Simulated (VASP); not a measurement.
# NiGe3 (Pm-3m) in VASP: single point with PBE

Aim: the single point of NiGe3 with PBE.

Everything below comes from runs of VASP 6.6.1. Logs are shortened: lines on timing, memory, paths and dates and some standing lists are left out, and cuts for length are marked.

### Step 1. The cell of the first run

The structure is cubic, space group Pm-3m (No. 221). The conventional cell has a = 4.114 Å, b = 4.114 Å, c = 4.114 Å, α = 90.00°, β = 90.00°, γ = 90.00°. Within 3.8 Å of Ge (site symmetry 4/mmm) lie 8 Ge at 2.91 Å and 4 Ni at 2.91 Å. Within 3.8 Å of Ni (site symmetry m-3m) lie 12 Ge at 2.91 Å.

### Step 2. Single point, PBE, collinear spin, ferromagnetic start

Input file INCAR:

```
SYSTEM = NiGe3
  PREC = Accurate
  ENCUT = 520
  EDIFF = 1E-6
  ISMEAR = 0
  SIGMA = 0.1
  LREAL = .FALSE.
  LASPH = .TRUE.
  NELM = 150
  ALGO = Fast
  ISIF = 2
  LWAVE = .FALSE.
  LCHARG = .FALSE.
  ISPIN = 2
  MAGMOM = 0 0 0 2.5
  LORBIT = 11
  LMAXMIX = 4
  GGA = PE
  NBANDS = 38
```

Input file KPOINTS:

```
regular mesh
0
G
  10 10 10
  0 0 0
```

Input file POSCAR:

```
NiGe3
1.0
    4.1143136169      0.0000000000      0.0000000000
    0.0000000000      4.1143136169      0.0000000000
    0.0000000000      0.0000000000      4.1143136169
Ge Ni
3 1
Direct
    0.0000000000      0.5000000000      0.5000000000
    0.5000000000      0.0000000000      0.5000000000
    0.5000000000      0.5000000000      0.0000000000
    0.0000000000      0.0000000000      0.0000000000
```

Potentials or basis: VASP PAW PBE potentials, release 64 (Ge_d, Ni).

Run with:

```bash
cat potpaw_PBE.64/Ge_d/POTCAR potpaw_PBE.64/Ni/POTCAR > POTCAR
mpirun -np 1 vasp_std > vasp.out
```

OUTCAR:

```text
SYSTEM = NiGe3
   PREC = Accurate
   ENCUT = 520
   EDIFF = 1E-6
   ISMEAR = 0
   LREAL = .FALSE.
   LASPH = .TRUE.
   NELM = 150
   ISIF = 2
   ISPIN = 2
   LORBIT = 11
   GGA = PE

 ion  position               nearest neighbor table
   1  0.000  0.500  0.500-   2 2.91   3 2.91   4 2.91   3 2.91   4 2.91   2 2.91   4 2.91   4 2.91
                             2 2.91   3 2.91   3 2.91   2 2.91
   2  0.500  0.000  0.500-   1 2.91   3 2.91   4 2.91   3 2.91   4 2.91   1 2.91   3 2.91   3 2.91
                             1 2.91   4 2.91   4 2.91   1 2.91
   3  0.500  0.500  0.000-   1 2.91   2 2.91   4 2.91   1 2.91   2 2.91   2 2.91   4 2.91   2 2.91
                             1 2.91   4 2.91   1 2.91   4 2.91
   4  0.000  0.000  0.000-   1 2.91   2 2.91   3 2.91   1 2.91   2 2.91   1 2.91   3 2.91   1 2.91
                             2 2.91   3 2.91   2 2.91   3 2.91

  LATTYP: Found a simple cubic cell.
 ALAT       =     4.1143136169

  Lattice vectors:

 A1 = (   4.1143136169,   0.0000000000,   0.0000000000)
 A2 = (   0.0000000000,   4.1143136169,   0.0000000000)
 A3 = (   0.0000000000,   0.0000000000,   4.1143136169)

Analysis of symmetry for initial positions (statically):
=====================================================================
 Subroutine PRICEL returns:
 Original cell was already a primitive cell.

 Routine SETGRP: Setting up the symmetry group for a
 simple cubic supercell.

 Subroutine GETGRP returns: Found 48 space group operations
 (whereof 48 operations were pure point group operations)
 out of a pool of 48 trial point group operations.

The static configuration has the point symmetry O_h .

Analysis of symmetry for dynamics (positions and initial velocities):
=====================================================================
 Subroutine PRICEL returns:
 Original cell was already a primitive cell.

 Routine SETGRP: Setting up the symmetry group for a
 simple cubic supercell.

 Subroutine GETGRP returns: Found 48 space group operations
 (whereof 48 operations were pure point group operations)
 out of a pool of 48 trial point group operations.

The dynamic configuration has the point symmetry O_h .

Analysis of structural, dynamic, and magnetic symmetry:
=====================================================================
 Subroutine PRICEL returns:
 Original cell was already a primitive cell.

 Routine SETGRP: Setting up the symmetry group for a
 simple cubic supercell.

 Subroutine GETGRP returns: Found 48 space group operations
 (whereof 48 operations were pure point group operations)
 out of a pool of 48 trial point group operations.

The overall configuration has the point symmetry O_h .

 Subroutine INISYM returns: Found 48 space group operations
 (whereof 48 operations are pure point group operations),
 and found     1 'primitive' translations

----------------------------------------------------------------------------------------

                                     Primitive cell

  volume of cell :      69.6454

  direct lattice vectors                    reciprocal lattice vectors
     4.114313617  0.000000000  0.000000000     0.243053907  0.000000000  0.000000000
     0.000000000  4.114313617  0.000000000     0.000000000  0.243053907  0.000000000
     0.000000000  0.000000000  4.114313617     0.000000000  0.000000000  0.243053907

  length of vectors
     4.114313617  4.114313617  4.114313617     0.243053907  0.243053907  0.243053907

  position of ions in fractional coordinates (direct lattice)
     0.000000000  0.500000000  0.500000000
     0.500000000  0.000000000  0.500000000
     0.500000000  0.500000000  0.000000000
     0.000000000  0.000000000  0.000000000

  ion indices of the primitive-cell ions
   primitive index   ion index
                 1           1
                 2           2
                 3           3
                 4           4

----------------------------------------------------------------------------------------

 KPOINTS: regular mesh

Automatic generation of k-mesh.
 Grid dimensions read from file:
 generate k-points for:   10   10   10

 Generating k-lattice:

  Cartesian coordinates                     Fractional coordinates (reciprocal lattice)
     0.024305391  0.000000000  0.000000000     0.100000000  0.000000000  0.000000000
     0.000000000  0.024305391  0.000000000     0.000000000  0.100000000  0.000000000
     0.000000000  0.000000000  0.024305391     0.000000000  0.000000000  0.100000000

  Length of vectors
     0.024305391  0.024305391  0.024305391

  Shift w.r.t. Gamma in fractional coordinates (k-lattice)
     0.000000000  0.000000000  0.000000000

 Subroutine IBZKPT returns following result:
 ===========================================

 Found     56 irreducible k-points:

 Following reciprocal coordinates:
            Coordinates               Weight
  0.000000  0.000000  0.000000      1.000000
  0.100000  0.000000  0.000000      6.000000
  0.200000  0.000000  0.000000      6.000000
  0.300000  0.000000  0.000000      6.000000
  0.400000  0.000000  0.000000      6.000000
  0.500000  0.000000  0.000000      3.000000
[... 16 lines left out ...]
  0.200000  0.100000  0.100000     24.000000
  0.300000  0.100000  0.100000     24.000000
 [... further k-points ...]
   k-points           NKPTS =     56   k-points in BZ     NKDIM =     56   number of bands    NBANDS=     38
   number of dos      NEDOS =    301   number of ions     NIONS =      4
   total plane-waves  NPLWV =  32768
   dimension x,y,z NGX =    32 NGY =   32 NGZ =   32
   dimension x,y,z NGXF=    64 NGYF=   64 NGZF=   64
   ions per type =               3   1
   NGX,Y,Z   is equivalent  to a cutoff of  12.93, 12.93, 12.93 a.u.
   NGXF,Y,Z  is equivalent  to a cutoff of  25.86, 25.86, 25.86 a.u.
 SYSTEM =  NiGe3
   PREC   = accura    normal or accurate (medium, high low for compatibility)
   ISTART =      0    job   : 0-new  1-cont  2-samecut
   ICHARG =      2    charge: 1-file 2-atom 10-const
   ISPIN  =      2    spin polarized calculation?
   LNONCOLLINEAR =      F non collinear calculations
   LSORBIT =      F    spin-orbit coupling
   LASPH  =      T    aspherical Exc in radial PAW
   ENCUT  =  520.0 eV  38.22 Ry    6.18 a.u.   7.65  7.65  7.65*2*pi/ulx,y,z
   NELM   =    150;   NELMIN=  2; NELMDL= -5     # of ELM steps
   EDIFF  = 0.1E-05   stopping-criterion for ELM
   LREAL  =      F    real-space projection
[... 7 lines left out ...]
   TEBEG  =    0.0;   TEEND  =   0.0 temperature during run
   PSTRESS=    0.0 pullay stress
   NELECT =      52.0000    total number of electrons
   NUPDOWN=      -1.0000    fix difference up-down
   EMIN   =  10.00;   EMAX   =-10.00  energy-range for DOS
   EFERMI =   0.00;   METHOD = LEGACY
   ISMEAR =     0;   SIGMA  =   0.10  broadening in eV -4-tet -1-fermi 0-gaus
   EFERMI_NEDOS =   21; number of points for ismear=-14 and -15
   IALGO  =     68    algorithm
   IMIX   =      4    mixing-type and parameters
     AMIX     =   0.40;   BMIX     =  1.00
     AMIX_MAG =   1.60;   BMIX_MAG =  1.00
  volume/ion in A,a.u.               =      17.41       117.50
  Fermi-wavevector in a.u.,A,eV,Ry     =   1.485178  2.806580 30.011107  2.205754
  Thomas-Fermi vector in A             =   2.598622
   LORBIT       =     11    0 simple, 1 ext, 2 COOP (PROOUT), +10 PAW based schemes
   GGA     = PE    functional components
   LHFCALC =     F    Hartree Fock is set to
   AEXX    =    0.0000 exact exchange contribution
   IVDW    =     0    specifies the selected vdW correction
   LEPSILON=     F    determine dielectric tensor
   LRPA    =     F    only Hartree local field effects (RPA)
 spin polarized calculation
 RMM-DIIS sequential band-by-band and
 Gauss-broadening in eV      SIGMA  =   0.10
  energy-cutoff  :      520.00
  volume of cell :       69.65
 maximum number of plane-waves:      1924
 NGX is ok and might be reduce to    32
   NGX = 15   NGY = 15   NGZ = 15

 number of electron      52.0000023 magnetization      -0.0001105

 number of electron      52.0000023 magnetization       0.0021844

 Free energy of the ion-electron system (eV)
  ---------------------------------------------------
  ext. energy  EPLUGINS =         0.00000000
  ---------------------------------------------------
  free energy    TOTEN  =       -17.89751874 eV

  energy without entropy =      -17.88311482  energy(sigma->0) =      -17.89031678

 E-fermi :   6.8745     XC(G=0): -11.4606

 val. band max:        6.8662359166   @ k =   0.5000   0.1000   0.0000
 cond. band min:       6.8835293449   @ k =   0.4000   0.4000   0.0000
 fundamental gap:      0.0172934283
 Fermi energy:         6.8745135259

 spin component 1

 k-point     1 :       0.0000    0.0000    0.0000
  band No.  band energies     occupation
      1     -17.8978      1.00000
      2     -17.8978      1.00000
      3     -17.8978      1.00000
      4     -17.8923      1.00000
      5     -17.8188      1.00000
      6     -17.8188      1.00000
[... 30 lines left out ...]
     37      15.5070      0.00000
     38      15.5070      0.00000
[... 941 lines left out ...]
     37      17.7957      0.00000
     38      18.0567      0.00000

 [... further k-points ...]

 spin component 2

 k-point     1 :       0.0000    0.0000    0.0000
  band No.  band energies     occupation
      1     -17.8977      1.00000
      2     -17.8977      1.00000
      3     -17.8977      1.00000
      4     -17.8923      1.00000
      5     -17.8188      1.00000
      6     -17.8188      1.00000
[... 30 lines left out ...]
     37      15.5071      0.00000
     38      15.5071      0.00000
[... 941 lines left out ...]
     37      17.7911      0.00000
     38      18.0288      0.00000

 [... further k-points ...]
[... 5 lines left out ...]
  --------------------------------------------------------------------------------------
  -------------------------------------------------------------------------------------
  Total       -1.8381056     -1.8381056     -1.8381056     -0.0000000     -0.0000000      0.0000000
  in kB      -42.2852449    -42.2852449    -42.2852449     -0.0000000     -0.0000000      0.0000000
  external PRESSURE =     -42.2852449 kB  Pullay stress =       0.0000000 kB

 VOLUME and BASIS-vectors are now :
 -----------------------------------------------------------------------------
  energy-cutoff  :      520.00
  volume of cell :       69.65
      direct lattice vectors                 reciprocal lattice vectors
     4.114313617  0.000000000  0.000000000     0.243053907  0.000000000  0.000000000
     0.000000000  4.114313617  0.000000000     0.000000000  0.243053907  0.000000000
     0.000000000  0.000000000  4.114313617     0.000000000  0.000000000  0.243053907

 POSITION                                       TOTAL-FORCE (eV/Angst)
 -----------------------------------------------------------------------------------
      0.00000      2.05716      2.05716         0.000000      0.000000      0.000000
      2.05716      0.00000      2.05716         0.000000      0.000000      0.000000
      2.05716      2.05716      0.00000         0.000000      0.000000      0.000000
      0.00000      0.00000      0.00000         0.000000      0.000000      0.000000
 -----------------------------------------------------------------------------------
    total drift:                                0.000000     -0.000000     -0.000000

  FREE ENERGIE OF THE ION-ELECTRON SYSTEM (eV)
  ---------------------------------------------------
  free  energy   TOTEN  =       -17.8975187436 eV

  energy  without entropy=      -17.8831148240  energy(sigma->0) =      -17.89031678

 total charge

# of ion       s       p       d       tot
------------------------------------------
    1        1.256   0.908  10.027  12.191
    2        1.256   0.908  10.027  12.191
    3        1.256   0.908  10.027  12.191
    4        0.354   0.229   8.424   9.007
--------------------------------------------------
tot          4.122   2.953  38.506  45.582

 magnetization (x)

# of ion       s       p       d       tot
------------------------------------------
    1        0.000   0.000  -0.000   0.000
    2        0.000   0.000  -0.000   0.000
    3        0.000   0.000  -0.000   0.000
    4        0.000   0.000   0.001   0.001
--------------------------------------------------
tot          0.000   0.000   0.001   0.001
```

Run time: 4.6 min. Hardware: 1 thread of Oxide Virtual Turin-like, shared host; peak memory 0.32 GiB.

What came out:

* Free energy: -17.8975 eV
* Pressure: -4.2 GPa
* Band gap on the k mesh: zero (filled and empty bands overlap)
* Net moment: 0.00 μB per cell
* Valence electrons inside the program's atomic spheres: Ge 12.19; Ni 9.01

Levels at points of the mesh, in eV from the Fermi level:
Spin up:
```tsv
k point	band 23	band 24	band 25	band 26	band 27	band 28	band 29	band 30
(0.00, 0.00, 0.00)	-1.24	-1.24	-0.76	-0.76	0.37	3.29	3.29	3.29
(0.50, 0.00, 0.00)	-1.18	-0.34	-0.34	-0.02	-0.02	0.15	0.81	2.02
(0.50, 0.50, 0.00)	-1.07	-1.06	-0.04	0.15	1.05	1.05	1.92	1.92
(0.50, 0.50, 0.50)	-1.02	-1.02	-0.91	-0.73	-0.73	-0.73	7.64	7.64
```
Spin down:
```
           k point  band 24  band 25  band 26  band 27  band 28  band 29
(0.00, 0.00, 0.00)    -1.23    -0.76    -0.76     0.37     3.29     3.29
(0.50, 0.00, 0.00)    -0.34    -0.34    -0.01    -0.01     0.15     0.81
(0.50, 0.50, 0.00)    -1.06    -0.04     0.15     1.05     1.05     1.92
(0.50, 0.50, 0.50)    -1.02    -0.91    -0.72    -0.72    -0.72     7.64
```

Caveat: the cell stands under tension; the moments typed at the start vanished in this run.
